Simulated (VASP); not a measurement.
Wanted: the native input for a VASP 6.6.1 run.

| Item | Value |
| --- | --- |
| Task | single point |
| Functional | PBEsol |
| Potentials or basis | VASP PAW PBE potentials, release 64 (Mo_sv) |
| Cutoff | 520 eV |
| k mesh | 18 × 18 × 6 |
| Occupations | gaussian, width 0.15 eV |
| Spin | no spin polarisation |
| Dipole correction | no |
| Further INCAR settings | ALGO = Fast; EDIFF = 1e-07; NBANDS = 36 |

The structure of Mo lies in POSCAR:

```
Mo
1.0
   -1.5710000000      1.5710000000     -1.5710000000
   -1.5710000000     -1.5710000000      1.5710000000
    0.0000000000      6.2840000000      6.2840000000
Mo
4
Direct
    0.0000000000      0.0000000000      0.0000000000
    0.5000000000      0.5000000000      0.2500000000
    0.0000000000      0.0000000000      0.5000000000
    0.5000000000      0.5000000000      0.7500000000
```

These files were run (other wordings do the same):

INCAR

```
ALGO = Fast
EDIFF = 1E-7
ENCUT = 520
GGA = PS
ISIF = 2
ISMEAR = 0
LASPH = T
LCHARG = F
LREAL = F
LUSENCCL = F
LWAVE = F
NBANDS = 36
NELM = 60
PREC = Accurate
SIGMA = 0.15
```

KPOINTS

```
k-points
0
Gamma
  18 18 6
```

Potentials or basis: VASP PAW PBE potentials, release 64 (Mo_sv).

Command:

```sh
$ cat potpaw_PBE.64/Mo_sv/POTCAR > POTCAR
$ mpirun -np 1 vasp_std > vasp.out
```

Results of the run:

The pressure is -2.7 GPa and the band gap on the k mesh is zero (bands 28 and 29 overlap by 2.93 eV).

Caveat: the PAW data sets were made with another functional, which shifts forces and pressure a little.

Run time: 31 min on 1 × NVIDIA H100 80GB with 1 thread of Intel(R) Xeon(R) Platinum 8481C CPU @ 2.70GHz (Sapphire Rapids), with other jobs on the host, peak memory 1.6 GiB.
